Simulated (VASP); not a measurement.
GaN:

```
Ga N
1.0
     3.14828    0.00000    0.00000
    -1.57414    2.72649    0.00000
     0.00000    0.00000    3.93515
Ga N
2 2
Direct
  0.33333 0.66667 0.25000
  0.66667 0.33333 0.75000
  0.66667 0.33333 0.25000
  0.33333 0.66667 0.75000
```

| Property | Result |
| --- | --- |
| Program | VASP 6.6.1 |
| Task | relaxation of cell and atoms |
| Functional | PBE |
| Potentials or basis | VASP PAW PBE potentials, release 64 (Ga_d, N) |
| Cutoff | 600 eV |
| k mesh | 12 × 12 × 6 |
| Occupations | fermi-dirac, width 0.02 eV |
| Spin | no spin polarisation |

At the start: pressure 98.4 GPa; volume 8.44 Å³/atom.

Problem. Where does the relaxation end?

Solution. Over 12 steps the energy falls by 733.6 meV/atom and the volume is 11.56 Å³/atom (+36.9 %); space group P6_3/mmc (No. 194, to 0.1 Å) before and after.

The path:
| step | energy change (eV) | largest force (eV/Å) | pressure (GPa) | volume (Å³) |
| --- | --- | --- | --- | --- |
| 1 | 0.0000 | 0.0000 | 98.38 | 33.78 |
| 2 | -0.1364 | 0.0000 | -30.37 | 65.94 |
| 3 | -2.7753 | 0.0000 | -4.05 | 46.34 |
| 4 | -2.7839 | 0.0000 | -1.89 | 45.74 |
| 5 | -2.7850 | 0.0000 | -0.76 | 45.44 |
| 6 | -2.8729 | 0.0000 | 0.35 | 45.33 |
| 7 | -2.9187 | 0.0000 | 4.52 | 45.04 |
| 8 | -2.9208 | 0.0000 | 3.70 | 45.09 |
| 9 | -2.9281 | 0.0000 | -2.71 | 47.00 |
| 10 | -2.9339 | 0.0000 | -0.24 | 46.22 |
| 11 | -2.9343 | 0.0000 | -0.03 | 46.23 |
| 12 | -2.9343 | 0.0000 | 0.03 | 46.23 |

Final structure:
```xyz
4
Lattice="3.3345 0.0000 0.0000 -1.6673 2.8878 0.0000 0.0000 0.0000 4.8013" Properties=species:S:1:pos:R:3 pbc="T T T"
Ga    0.0000    1.9252    1.2003
Ga    1.6673    0.9626    3.6010
N     1.6673    0.9626    1.2003
N     0.0000    1.9252    3.6010
```

Caveat: the volume moved by over 15 % at a fixed basis, so the end points are rough.
